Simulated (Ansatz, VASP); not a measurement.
Ge in VASP and in Ansatz

The input POSCAR:

```
Ge
1.0
    0.0000000000      2.7792665250      2.8287700000
    2.8782734750      0.0000000000      2.8287700000
    2.8782734750      2.7792665250      0.0000000000
Ge
2
Direct
    0.5000000000      0.5000000000      0.5000000000
    0.7500000000      0.7500000000      0.7500000000
```

The input INCAR.step1:

```
ALGO = Normal ; EDIFF = 1E-4
ENCUT = 520 ; GGA = PE
ISMEAR = 0 ; LASPH = True
LCHARG = False ; LREAL = False
LWAVE = True ; NBANDS = 21
NELM = 60 ; PREC = Accurate
SIGMA = 0.05
```

Contents of INCAR.step2:

```
ALGO = Normal ; EDIFF = 1E-6
ENCUT = 520 ; ISIF = 2
ISMEAR = 0 ; ISTART = 1
LASPH = True ; LCHARG = False
LMIXTAU = True ; LREAL = False
LWAVE = False ; METAGGA = R2SCAN
NBANDS = 21 ; NELM = 60
PREC = Accurate ; SIGMA = 0.05
```

KPOINTS

```
k-points
0
Gamma
  10 10 10
```

Input for Ansatz:

```yaml
crystal:
  lattice:
    - [0.0, 2.779266525, 2.82877]
    - [2.878273475, 0.0, 2.82877]
    - [2.878273475, 2.779266525, 0.0]
  atoms:
    - { symbol: Ge, position: [0.5, 0.5, 0.5] }
    - { symbol: Ge, position: [0.75, 0.75, 0.75] }
basis:
  ecutwfc: 500
kpoints:
  mp_grid: { grid: [10, 10, 10] }
hamiltonian:
  xc: r2scan
scf:
  occupations: { method: gaussian, width: 0.05 }
output:
  forces: true
  stress: true
  eigenvalues: true
```

Change from the starting cell: strain +0.0175 x Voigt [1, -1, 0, 0, 0, 0], atoms carried along.

Alike in both runs: task single point; functional r2SCAN; k mesh 10 × 10 × 10; occupations gaussian, width 0.05 eV; no spin polarisation.

|  | VASP | Ansatz |
| --- | --- | --- |
| version | VASP 6.6.1 | Ansatz 0.2.0 |
| potentials or method | VASP PAW PBE potentials, release 64 (Ge_d), cutoff 520 eV | scalar-relativistic, plane waves, PAW |
| valence electrons in the cell | 28 | 28 |

```csv
,VASP,Ansatz,Ansatz less VASP
gap on the k mesh at the Fermi level (eV),0.26,0.30,+0.040
least direct gap on the mesh (eV),0.26,0.30,+0.040
pressure (GPa),0.7,0.7,-0.07
"traceless stress, the component that is largest in VASP (GPa)",-1.49,-1.50,-0.009
```

VASP's potentials were made for PBE, not for r2SCAN. The functional is the same, so the differences come from potentials, cutoffs and numerics.
